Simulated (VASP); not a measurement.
# InSb (I-4m2) in VASP: notebook, part 2 of 2

VASP 6.6.1. Earlier steps stand in the parts before.

## Step 3: Single point, PBEsol (strain +0.000 along x and y, +0.080 along z)

The input, INCAR:

```
SYSTEM = InSb
PREC     = Accurate       ! precision mode
ENCUT    = 520            ! plane-wave cutoff, eV
EDIFF    = 1E-7           ! SCF threshold, eV
ISMEAR   = 0              ! smearing method
SIGMA    = 0.15           ! smearing width, eV
LREAL    = .False.        ! projectors in reciprocal space
LASPH    = .True.         ! aspherical terms in the spheres
NELM     = 100            ! most SCF steps
ALGO     = Normal         ! electronic algorithm
ISIF     = 2              ! what is computed and relaxed
LWAVE    = .False.        ! write WAVECAR
LCHARG   = .True.         ! write CHGCAR
GGA      = PS             ! functional
LELF     = .True.         ! ELF
LVHAR    = .True.       
NBANDS   = 16             ! bands
```

The input, KPOINTS:

```
Automatic mesh
0
Gamma
  12 12 12
  0 0 0
```

The input, POSCAR:

```
InSb
1.0
    0.0000000000      3.2391000000      3.4982280000
    3.2391000000      0.0000000000      3.4982280000
    3.2391000000      3.2391000000      0.0000000000
In Sb
1 1
Direct
    0.0000000000      0.0000000000      0.0000000000
    0.7500000000      0.7500000000      0.7500000000
```

Potentials or basis: VASP PAW PBE potentials, release 64 (In_d, Sb).

Command:

```
> cat potpaw_PBE.64/In_d/POTCAR potpaw_PBE.64/Sb/POTCAR > POTCAR
> mpirun -np 1 vasp_std > vasp.out
```

OUTCAR:

```text
SYSTEM = InSb
   PREC = Accurate
   ENCUT = 520
   EDIFF = 1E-7
   ISMEAR = 0
   LREAL = .False.
   LASPH = .True.
   NELM = 100
   ISIF = 2
   GGA = PS

 ion  position               nearest neighbor table
   1  0.000  0.000  0.000-   2 2.88   2 2.88   2 2.88   2 2.88
   2  0.750  0.750  0.750-   1 2.88   1 2.88   1 2.88   1 2.88

  LATTYP: Found a body centered tetragonal cell.
 ALAT       =     4.5807791499
 C/A-ratio  =     1.5273506474

  Lattice vectors:

 A1 = (  -3.2391000000,   0.0000000000,   3.4982280000)
 A2 = (   3.2391000000,   0.0000000000,   3.4982280000)
 A3 = (   0.0000000000,   3.2391000000,  -3.4982280000)

Analysis of symmetry for initial positions (statically):
=====================================================================
 Subroutine PRICEL returns:
 Original cell was already a primitive cell.

 Routine SETGRP: Setting up the symmetry group for a
 body centered tetragonal supercell.

 Subroutine GETGRP returns: Found  8 space group operations
 (whereof  8 operations were pure point group operations)
 out of a pool of 16 trial point group operations.

The static configuration has the point symmetry D_2d.

Analysis of symmetry for dynamics (positions and initial velocities):
=====================================================================
 Subroutine PRICEL returns:
 Original cell was already a primitive cell.

 Routine SETGRP: Setting up the symmetry group for a
 body centered tetragonal supercell.

 Subroutine GETGRP returns: Found  8 space group operations
 (whereof  8 operations were pure point group operations)
 out of a pool of 16 trial point group operations.

The dynamic configuration has the point symmetry D_2d.

 Subroutine INISYM returns: Found  8 space group operations
 (whereof  8 operations are pure point group operations),
 and found     1 'primitive' translations

----------------------------------------------------------------------------------------

                                     Primitive cell

  volume of cell :      73.4052

[... 109 lines left out ...]
  volume/ion in A,a.u.               =      36.70       247.68
  Fermi-wavevector in a.u.,A,eV,Ry     =   1.024684  1.936372 14.285815  1.049978
  Thomas-Fermi vector in A             =   2.158484
   LORBIT       =      0    0 simple, 1 ext, 2 COOP (PROOUT), +10 PAW based schemes
   GGA     = PS    functional components
   LHFCALC =     F    Hartree Fock is set to
   AEXX    =    0.0000 exact exchange contribution
   IVDW    =     0    specifies the selected vdW correction
   LEPSILON=     F    determine dielectric tensor
   LRPA    =     F    only Hartree local field effects (RPA)
 non-spin polarized calculation
 Gauss-broadening in eV      SIGMA  =   0.15
  energy-cutoff  :      520.00
  volume of cell :       73.41
 maximum number of plane-waves:      2022
   NGX = 17   NGY = 17   NGZ = 17

 number of electron      18.0000007 magnetization

 Free energy of the ion-electron system (eV)
  ---------------------------------------------------
  ext. energy  EPLUGINS =         0.00000000
  ---------------------------------------------------
  free energy    TOTEN  =        -7.64495346 eV

  energy without entropy =       -7.64426551  energy(sigma->0) =       -7.64460949

 E-fermi :   4.3673     XC(G=0):  -8.5522

 val. band max:        4.3184324834   @ k =   0.0000   0.0000   0.0000
 cond. band min:       4.4782555363   @ k =   0.5000   0.0000   0.0000
 fundamental gap:      0.1598230528
 Fermi energy:         4.3673104121

 k-point     1 :       0.0000    0.0000    0.0000
  band No.  band energies     occupation
      1     -10.2157      2.00000
      2     -10.1996      2.00000
      3     -10.1996      2.00000
      4     -10.1453      2.00000
      5     -10.1341      2.00000
      6      -6.0882      2.00000
[... 433 lines left out ...]
      3     -10.1823      2.00000
      4     -10.1467      2.00000
      5     -10.1313      2.00000
      6      -4.7742      2.00000
[... 8 lines left out ...]
     15      12.2397      0.00000
     16      12.4422      0.00000

 [... further k-points ...]

------------------------ aborting loop because EDIFF is reached ----------------------------------------

  FORCE on cell =-STRESS in cart. coord.  units (eV):
  Direction    XX          YY          ZZ          XY          YZ          ZX
  --------------------------------------------------------------------------------------
  -------------------------------------------------------------------------------------
  Total       -0.6347046     -0.6347046     -1.7411324      0.0000000     -0.0000000     -0.0000000
  in kB      -13.8533683    -13.8533683    -38.0027959      0.0000000     -0.0000000     -0.0000000
  external PRESSURE =     -21.9031775 kB  Pullay stress =       0.0000000 kB

 VOLUME and BASIS-vectors are now :
 -----------------------------------------------------------------------------
  energy-cutoff  :      520.00
  volume of cell :       73.41
      direct lattice vectors                 reciprocal lattice vectors
     0.000000000  3.239100000  3.498228000    -0.154363867  0.154363867  0.142929506
     3.239100000  0.000000000  3.498228000     0.154363867 -0.154363867  0.142929506
     3.239100000  3.239100000  0.000000000     0.154363867  0.154363867 -0.142929506

 POSITION                                       TOTAL-FORCE (eV/Angst)
 -----------------------------------------------------------------------------------
      0.00000      0.00000      0.00000         0.000000      0.000000      0.000000
      4.85865      4.85865      5.24734        -0.000000     -0.000000      0.000000
 -----------------------------------------------------------------------------------
    total drift:                                0.000000      0.000000      0.000000

  FREE ENERGIE OF THE ION-ELECTRON SYSTEM (eV)
  ---------------------------------------------------
  free  energy   TOTEN  =        -7.6449534592 eV

  energy  without entropy=       -7.6442655144  energy(sigma->0) =       -7.64460949
```

OSZICAR:

```text
N       E                     dE             d eps       ncg     rms          rms(c)
DAV:   1     0.111089252241E+03    0.11109E+03   -0.77737E+03  5216   0.109E+03
DAV:   2    -0.558550642478E+00   -0.11165E+03   -0.10814E+03  5792   0.276E+02
DAV:   3    -0.756854557465E+01   -0.70100E+01   -0.69831E+01  6640   0.715E+01
DAV:   4    -0.776546603596E+01   -0.19692E+00   -0.19687E+00  6672   0.140E+01
DAV:   5    -0.777507340724E+01   -0.96074E-02   -0.96072E-02  7984   0.246E+00    0.354E+00
DAV:   6    -0.766401144767E+01    0.11106E+00   -0.17284E-01  7632   0.641E+00    0.201E+00
DAV:   7    -0.764527589990E+01    0.18736E-01   -0.57395E-02  7136   0.234E+00    0.564E-01
DAV:   8    -0.764453719003E+01    0.73871E-03   -0.67518E-03  6912   0.902E-01    0.211E-01
DAV:   9    -0.764494576770E+01   -0.40858E-03   -0.77195E-04  6456   0.246E-01    0.761E-02
DAV:  10    -0.764493187263E+01    0.13895E-04   -0.40696E-05  7352   0.460E-02    0.335E-02
DAV:  11    -0.764495297164E+01   -0.21099E-04   -0.35833E-05  6152   0.485E-02    0.222E-02
DAV:  12    -0.764495342731E+01   -0.45567E-06   -0.11798E-06  6616   0.801E-03    0.746E-03
DAV:  13    -0.764495362014E+01   -0.19283E-06   -0.71548E-07  6528   0.663E-03    0.355E-03
DAV:  14    -0.764495344385E+01    0.17629E-06   -0.75174E-08  5736   0.180E-03    0.104E-03
DAV:  15    -0.764495345925E+01   -0.15402E-07   -0.15275E-08  3544   0.786E-04
   1 F= -.76449535E+01 E0= -.76446095E+01  d E =-.687945E-03
```

stdout:

```text
POSCAR found type information on POSCAR InSb
 POSCAR found :  2 types and       2 ions
 scaLAPACK will be used
 -----------------------------------------------------------------------------
|                                                                             |
|                                                                             |
|     You enforced a specific xc type in the INCAR file but a different       |
|     I HOPE YOU KNOW WHAT YOU ARE DOING!                                     |
|                                                                             |
 -----------------------------------------------------------------------------

 LDA part: xc-table for (Slater+PW92), standard interpolation
 POSCAR, INCAR and KPOINTS ok, starting setup
 FFT: planning ... GRIDC
 FFT: planning ... GRID_SOFT
 FFT: planning ... GRID
 WAVECAR not read
 entering main loop
```

Run time: 2.7 min. Hardware: 1 thread of Intel Xeon 6975P-C, shared host; peak memory 0.35 GiB.

Results:

```yaml
Free_energy: -7.6450 eV
Pressure: -2.2 GPa
Band_gap_on_the_k_mesh: zero (filled and empty bands touch)
```

Stress tensor (GPa, compression positive):
```
-1.39  0.00  0.00
 0.00 -1.39  0.00
 0.00  0.00 -3.80
```

Caveat: the cell differs from its parent crystal (strain +0.000 along x and y, +0.080 along z); the PAW data sets were made with another functional, which shifts forces and pressure a little; spin-orbit coupling is left out, which moves the levels of the heavy elements.

## Step 4: Single point, PBEsol (strain -0.080 along x and y, +0.000 along z)

The input, INCAR:

```
SYSTEM = InSb
ALGO = Normal
EDIFF = 1E-7
ENCUT = 520
GGA = PS
ISIF = 2
ISMEAR = 0
LASPH = .True.
LCHARG = .False.
LREAL = .False.
LWAVE = .False.
NBANDS = 16
NELM = 60
PREC = Accurate
SIGMA = 0.15
```

The input, KPOINTS:

```
k-points
0
Gamma
  12 12 12
  0 0 0
```

The input, POSCAR:

```
InSb
1.0
    0.0000000000      2.9799720000      3.2391000000
    2.9799720000      0.0000000000      3.2391000000
    2.9799720000      2.9799720000      0.0000000000
In Sb
1 1
Direct
    0.0000000000      0.0000000000      0.0000000000
    0.7500000000      0.7500000000      0.7500000000
```

Command:

```
> cat potpaw_PBE.64/In_d/POTCAR potpaw_PBE.64/Sb/POTCAR > POTCAR
> mpirun -np 1 vasp_std > vasp.out
```

It took 2.1 min on 1 thread of Intel Xeon 6975P-C, shared host; peak memory 0.31 GiB.

The run converged. Its results:

```
Free energy            : -7.2958 eV
Pressure               : 12.2 GPa
Band gap on the k mesh : 0.47 eV, indirect (least direct gap 0.51 eV)
```

Stress tensor (GPa, compression positive):
```
13.00  0.00  0.00
 0.00 13.00  0.00
 0.00  0.00 10.69
```

Levels at points of the mesh, in eV from the valence-band top:
| k point | band 6 | band 7 | band 8 | band 9 | band 10 | band 11 | band 12 | band 13 |
| --- | --- | --- | --- | --- | --- | --- | --- | --- |
| (0.00, 0.00, 0.00) | -12.12 | -0.55 | 0.00 | 0.00 | 0.51 | 2.67 | 2.67 | 2.85 |
| (0.50, 0.00, 0.00) | -10.27 | -6.74 | -1.82 | -1.13 | 0.48 | 3.47 | 3.87 | 5.65 |
| (0.50, 0.50, 0.00) | -9.67 | -7.24 | -2.72 | -2.72 | 1.12 | 1.39 | 8.92 | 8.92 |
| (0.50, 0.00, 0.50) | -9.32 | -6.76 | -3.26 | -3.20 | 0.57 | 0.70 | 8.41 | 8.64 |

Caveat: the cell differs from its parent crystal (strain -0.080 along x and y, +0.000 along z); the PAW data sets were made with another functional, which shifts forces and pressure a little; spin-orbit coupling is left out, which moves the levels of the heavy elements. A k mesh can miss the band edges.

## Step 5: Single point, PBEsol (strain +0.000 along x and y, -0.080 along z)

Edit INCAR of step 4 so:

```diff
@@ -12,3 +12,3 @@
 NBANDS = 16
-NELM = 60
+NELM = 80
 PREC = Accurate
```

KPOINTS is that of step 4.

The input, POSCAR:

```
InSb
1.0
    0.0000000000      3.2391000000      2.9799720000
    3.2391000000      0.0000000000      2.9799720000
    3.2391000000      3.2391000000      0.0000000000
In Sb
1 1
Direct
    0.0000000000      0.0000000000      0.0000000000
    0.7500000000      0.7500000000      0.7500000000
```

Command:

```
> cat potpaw_PBE.64/In_d/POTCAR potpaw_PBE.64/Sb/POTCAR > POTCAR
> mpirun -np 1 vasp_std > vasp.out
```

Run time: 2.3 min. Hardware: 1 thread of Intel Xeon 6975P-C, shared host; peak memory 0.33 GiB.

It converged, with:

* Free energy: -7.5725 eV
* Pressure: 5.5 GPa
* Band gap on the k mesh: 0.06 eV, direct

Stress tensor (GPa, compression positive):
```
4.91 0.00 0.00
0.00 4.91 0.00
0.00 0.00 6.58
```

Levels at points of the mesh, in eV from the valence-band top:
```csv
k point,band 6,band 7,band 8,band 9,band 10,band 11,band 12,band 13
"(0.00, 0.00, 0.00)",-11.50,-0.33,-0.33,0.00,0.06,2.64,2.82,2.82
"(0.50, 0.00, 0.00)",-9.89,-6.26,-1.61,-1.06,0.34,3.35,3.94,5.76
"(0.50, 0.50, 0.00)",-8.99,-6.23,-3.06,-3.06,0.58,0.62,8.44,8.44
"(0.50, 0.00, 0.50)",-9.27,-6.65,-2.61,-2.55,1.07,1.24,7.97,8.25
```

Caveat: the cell differs from its parent crystal (strain +0.000 along x and y, -0.080 along z); the PAW data sets were made with another functional, which shifts forces and pressure a little; spin-orbit coupling is left out, which moves the levels of the heavy elements. A k mesh can miss the band edges.

## Step 6: Summary

```tsv
cell	gap on the mesh (eV)	pressure (GPa)
a = 4.595, b = 4.595, c = 4.214 Å, angles 62.7, 62.7, 54.6°, 2 atoms	none	5.6
a = 4.768, b = 4.768, c = 4.581 Å, angles 61.3, 61.3, 57.4°, 2 atoms	none	-2.2
a = 4.401, b = 4.401, c = 4.214 Å, angles 61.4, 61.4, 57.2°, 2 atoms	0.47	12.2
a = 4.401, b = 4.401, c = 4.581 Å, angles 58.6, 58.6, 62.7°, 2 atoms	0.06	5.5
```

Alike in all rows: task single point; level PBEsol; potentials or basis VASP PAW PBE potentials, release 64 (In_d, Sb); no spin polarisation; k mesh 12 × 12 × 12; cutoff (eV) 520; smearing gaussian 0.15 eV.

Caveats: the PAW data sets were made with another functional, which shifts forces and pressure a little; spin-orbit coupling is left out, which moves the levels of the heavy elements.

Total energies depend on the potentials used, so only differences within one code and one set of settings carry meaning.
